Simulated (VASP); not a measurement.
# Sn3Ru (Fm-3m) in VASP: further runs, part 2 of 2

VASP 6.6.1.

## 5. Single point, PBE

This run uses another cell than the first one, of 21.70 Å³/atom.

Input file INCAR:

```
SYSTEM = Sn3Ru
PREC     = Accurate       ! precision mode
ENCUT    = 520            ! plane-wave cutoff, eV
EDIFF    = 1E-7           ! SCF threshold, eV
ISMEAR   = 0              ! smearing method
SIGMA    = 0.1            ! smearing width, eV
LREAL    = .False.        ! projectors in reciprocal space
LASPH    = .True.         ! aspherical terms in the spheres
NELM     = 60             ! most SCF steps
ALGO     = Fast           ! electronic algorithm
ISIF     = 2              ! what is computed and relaxed
LWAVE    = .False.        ! write WAVECAR
LCHARG   = .False.        ! write CHGCAR
GGA      = PE             ! functional
NBANDS   = 36             ! bands
```

Input file KPOINTS:

```
regular mesh
0
Gamma
  12 12 12
  0 0 0
```

Input file POSCAR:

```
Sn3Ru
1.0
    0.0000000000      3.5141876097      3.5141876097
    3.5141876097      0.0000000000      3.5141876097
    3.5141876097      3.5141876097      0.0000000000
Sn Ru
3 1
Direct
    0.2500000000      0.2500000000      0.2500000000
    0.7500000000      0.7500000000      0.7500000000
    0.5000000000      0.5000000000      0.5000000000
    0.0000000000      0.0000000000      0.0000000000
```

Potentials or basis: VASP PAW PBE potentials, release 64 (Sn_d, Ru_pv).

The run is started by

```console
> cat potpaw_PBE.64/Sn_d/POTCAR potpaw_PBE.64/Ru_pv/POTCAR > POTCAR
> mpirun -np 1 vasp_std > vasp.out
```

OUTCAR:

```text
SYSTEM = Sn3Ru
   PREC = Accurate
   ENCUT = 520
   EDIFF = 1E-7
   ISMEAR = 0
   LREAL = .False.
   LASPH = .True.
   NELM = 60
   ISIF = 2
   GGA = PE

 ion  position               nearest neighbor table
   1  0.250  0.250  0.250-   4 3.04   4 3.04   4 3.04   3 3.04   3 3.04   3 3.04   4 3.04   3 3.04
                             2 3.51   2 3.51   2 3.51   2 3.51   2 3.51   2 3.51
   2  0.750  0.750  0.750-   3 3.04   3 3.04   3 3.04   4 3.04   4 3.04   4 3.04   4 3.04   3 3.04
                             1 3.51   1 3.51   1 3.51   1 3.51   1 3.51   1 3.51
   3  0.500  0.500  0.500-   1 3.04   1 3.04   1 3.04   2 3.04   2 3.04   2 3.04   2 3.04   1 3.04
                             4 3.51   4 3.51   4 3.51   4 3.51   4 3.51   4 3.51
   4  0.000  0.000  0.000-   2 3.04   2 3.04   2 3.04   1 3.04   1 3.04   1 3.04   2 3.04   1 3.04
                             3 3.51   3 3.51   3 3.51   3 3.51   3 3.51   3 3.51

  LATTYP: Found a face centered cubic cell.
 ALAT       =     7.0283752194

  Lattice vectors:

 A1 = (   0.0000000000,   3.5141876097,   3.5141876097)
 A2 = (   3.5141876097,   0.0000000000,   3.5141876097)
 A3 = (   3.5141876097,   3.5141876097,   0.0000000000)

Analysis of symmetry for initial positions (statically):
=====================================================================
 Subroutine PRICEL returns:
[... 182 lines left out ...]
 Fermi energy:         9.6092275298

 k-point     1 :       0.0000    0.0000    0.0000
  band No.  band energies     occupation
      1     -32.0998      2.00000
      2     -32.0998      2.00000
      3     -32.0998      2.00000
      4     -11.9686      2.00000
      5     -11.9686      2.00000
      6     -11.9686      2.00000
[... 925 lines left out ...]
     35      16.1503      0.00000
     36      17.2406      0.00000

 [... further k-points ...]

------------------------ aborting loop because EDIFF is reached ----------------------------------------

  FORCE on cell =-STRESS in cart. coord.  units (eV):
  Direction    XX          YY          ZZ          XY          YZ          ZX
  --------------------------------------------------------------------------------------
  -------------------------------------------------------------------------------------
  Total       -0.0250389     -0.0250389     -0.0250389      0.0000000      0.0000000     -0.0000000
  in kB       -0.4621907     -0.4621907     -0.4621907      0.0000000      0.0000000     -0.0000000
  external PRESSURE =      -0.4621907 kB  Pullay stress =       0.0000000 kB

 VOLUME and BASIS-vectors are now :
 -----------------------------------------------------------------------------
  energy-cutoff  :      520.00
  volume of cell :       86.80
      direct lattice vectors                 reciprocal lattice vectors
     0.000000000  3.514187610  3.514187610    -0.142280395  0.142280395  0.142280395
     3.514187610  0.000000000  3.514187610     0.142280395 -0.142280395  0.142280395
     3.514187610  3.514187610  0.000000000     0.142280395  0.142280395 -0.142280395

 POSITION                                       TOTAL-FORCE (eV/Angst)
 -----------------------------------------------------------------------------------
      1.75709      1.75709      1.75709         0.000000      0.000000      0.000000
      5.27128      5.27128      5.27128        -0.000000     -0.000000     -0.000000
      3.51419      3.51419      3.51419        -0.000000     -0.000000      0.000000
      0.00000      0.00000      0.00000        -0.000000     -0.000000      0.000000
 -----------------------------------------------------------------------------------
    total drift:                               -0.000000      0.000000      0.000000

  FREE ENERGIE OF THE ION-ELECTRON SYSTEM (eV)
  ---------------------------------------------------
  free  energy   TOTEN  =       -19.3025206394 eV

  energy  without entropy=      -19.2940967239  energy(sigma->0) =      -19.29830868
```

OSZICAR:

```text
N       E                     dE             d eps       ncg     rms          rms(c)
DAV:   1     0.641044557020E+03    0.64104E+03   -0.28315E+04  5364   0.250E+03
DAV:   2     0.594404856264E+02   -0.58160E+03   -0.57064E+03  5188   0.634E+02
DAV:   3    -0.157975017903E+02   -0.75238E+02   -0.73386E+02  5540   0.197E+02
DAV:   4    -0.194772477810E+02   -0.36797E+01   -0.36314E+01  6068   0.459E+01
DAV:   5    -0.196031858128E+02   -0.12594E+00   -0.12588E+00  7312   0.828E+00    0.537E+00
RMM:   6    -0.194062999930E+02    0.19689E+00   -0.52112E-01  5746   0.506E+00    0.258E+00
RMM:   7    -0.193613965390E+02    0.44903E-01   -0.13147E-01  6284   0.207E+00    0.243E+00
RMM:   8    -0.193031190837E+02    0.58277E-01   -0.15055E-01  6226   0.225E+00    0.345E-01
RMM:   9    -0.193020869865E+02    0.10321E-02   -0.13014E-02  7087   0.997E-01    0.767E-02
RMM:  10    -0.193024407213E+02   -0.35373E-03   -0.40443E-03  7996   0.371E-01    0.633E-02
RMM:  11    -0.193024954041E+02   -0.54683E-04   -0.70416E-04  7915   0.183E-01    0.258E-02
RMM:  12    -0.193025193736E+02   -0.23970E-04   -0.24423E-04  7903   0.822E-02    0.185E-02
RMM:  13    -0.193025197351E+02   -0.36152E-06   -0.40275E-05  7498   0.420E-02    0.420E-03
RMM:  14    -0.193025207012E+02   -0.96614E-06   -0.11589E-05  8838   0.178E-02    0.248E-03
RMM:  15    -0.193025208572E+02   -0.15598E-06   -0.10402E-06  6429   0.754E-03    0.143E-03
RMM:  16    -0.193025206137E+02    0.24351E-06   -0.37095E-07  4637   0.412E-03    0.264E-04
RMM:  17    -0.193025206394E+02   -0.25722E-07   -0.11016E-07  3059   0.287E-03
   1 F= -.19302521E+02 E0= -.19298309E+02  d E =-.842392E-02
```

It took 7.8 min on 1 thread of Intel Xeon 8259CL, shared host; peak memory 0.37 GiB.

What came out:

```
Free energy            : -19.3025 eV
Pressure               : 0.0 GPa
Band gap on the k mesh : zero (bands 28 and 29 overlap by 1.27 eV)
```

Caveat: spin-orbit coupling is left out, which moves the levels of the heavy elements.

## 6. Relaxation of cell and atoms, PBE

Input file INCAR:

```
ALGO     = Fast           # electronic algorithm
EDIFF    = 1E-7           # SCF threshold, eV
EDIFFG   = -0.01          # ionic threshold
ENCUT    = 600            # plane-wave cutoff, eV
GGA      = PE             # functional
IBRION   = 2              # ionic algorithm
ISIF     = 3              # what is computed and relaxed
ISMEAR   = 0              # smearing method
LASPH    = T              # aspherical terms in the spheres
LCHARG   = F              # write CHGCAR
LREAL    = F              # projectors in reciprocal space
LWAVE    = F              # write WAVECAR
NELM     = 100            # most SCF steps
NSW      = 100            # ionic steps
PREC     = Accurate       # precision mode
SIGMA    = 0.1            # smearing width, eV
```

Input file KPOINTS:

```
k-points
0
Gamma
  12 12 12
```

Input file POSCAR:

```
Sn3Ru
1.0
    0.0000000000      3.5208581860      3.5208581860
    3.5208581860      0.0000000000      3.5208581860
    3.5208581860      3.5208581860      0.0000000000
Sn Ru
3 1
Direct
    0.2500000000      0.2500000000      0.2500000000
    0.7500000000      0.7500000000      0.7500000000
    0.5000000000      0.5000000000      0.5000000000
    0.0000000000      0.0000000000      0.0000000000
```

Potentials or basis: VASP PAW PBE potentials, release 64 (Sn_d, Ru_pv).

The run is started by

```console
> cat potpaw_PBE.64/Sn_d/POTCAR potpaw_PBE.64/Ru_pv/POTCAR > POTCAR
> mpirun -np 1 vasp_std > vasp.out
```

Wall time 15 min (1 thread of Intel Xeon 8259CL, shared host); peak memory 0.4 GiB.

It converged, with:

| Property | Result |
| --- | --- |
| Free energy | -19.3027 eV |
| Relaxed volume | 21.70 Å³/atom |
| Relaxed cell | a = 4.970 Å, b = 4.970 Å, c = 4.970 Å, α = 60.00°, β = 60.00°, γ = 60.00° |
| Space group after relaxing (to 0.1 Å) | Fm-3m (No. 225) |
| Energy gained by relaxing | 0.2 meV/atom |
| Ionic steps | 3 |
| Pressure after relaxing | 0.0 GPa |
| Band gap on the k mesh | zero (bands 28 and 29 overlap by 1.27 eV) |

Step by step:
```tsv
step	energy change (eV)	largest force (eV/Å)	pressure (GPa)	volume (Å³)
1	0.0000	0.0000	-0.47	87.29
2	-0.0005	0.0000	0.31	86.48
3	-0.0008	0.0000	0.00	86.79
```

Final structure:
```
CELL_PARAMETERS angstrom
0.00000 3.51405 3.51405
3.51405 0.00000 3.51405
3.51405 3.51405 0.00000
ATOMIC_POSITIONS crystal
Sn 0.25000 0.25000 0.25000
Sn 0.75000 0.75000 0.75000
Sn 0.50000 0.50000 0.50000
Ru 0.00000 0.00000 0.00000
```

Levels at points of the mesh, in eV from the Fermi level:
```csv
k point,band 24,band 25,band 26,band 27,band 28,band 29,band 30,band 31,band 32,band 33
"(0.00, 0.00, 0.00)",-2.37,-1.12,-1.12,-0.87,-0.87,-0.87,2.16,2.16,2.16,2.37
"(0.50, 0.00, 0.00)",-1.92,-1.15,-1.15,-0.69,-0.69,1.02,1.02,1.09,3.69,4.72
"(0.50, 0.50, 0.00)",-2.23,-1.22,-1.22,-0.91,-0.29,0.50,4.23,4.71,4.71,5.21
```

Caveat: spin-orbit coupling is left out, which moves the levels of the heavy elements.

## 7. Summary

```tsv
task	cell	k mesh	cutoff (eV)	gap on the mesh (eV)	pressure (GPa)	relaxed volume (Å³/atom)
single point	a = 4.979 Å, angles 60.0°, 4 atoms	4 × 4 × 4	520	none	0.0	-
single point	a = 5.688 Å, angles 60.0°, 4 atoms	4 × 4 × 4	520	none	-12.8	-
relaxation of cell and atoms	relaxed from a = 5.688 Å, angles 60.0°, 4 atoms	4 × 4 × 4	600	none	0.0	21.83
single point	a = 4.970 Å, angles 60.0°, 4 atoms	12 × 12 × 12	520	none	0.0	-
relaxation of cell and atoms	relaxed from a = 4.979 Å, angles 60.0°, 4 atoms	12 × 12 × 12	600	none	0.0	21.70
```

Alike in all rows: level PBE; potentials or basis VASP PAW PBE potentials, release 64 (Sn_d, Ru_pv); no spin polarisation; smearing gaussian 0.1 eV.

Caveats: some runs use coarse meshes; spin-orbit coupling is left out, which moves the levels of the heavy elements; the cell stands under tension (at least some runs); the volume moved by over 15 % at a fixed basis, so the end points are rough (at least some runs).

Absolute energies hang on the potentials; compare differences alone.
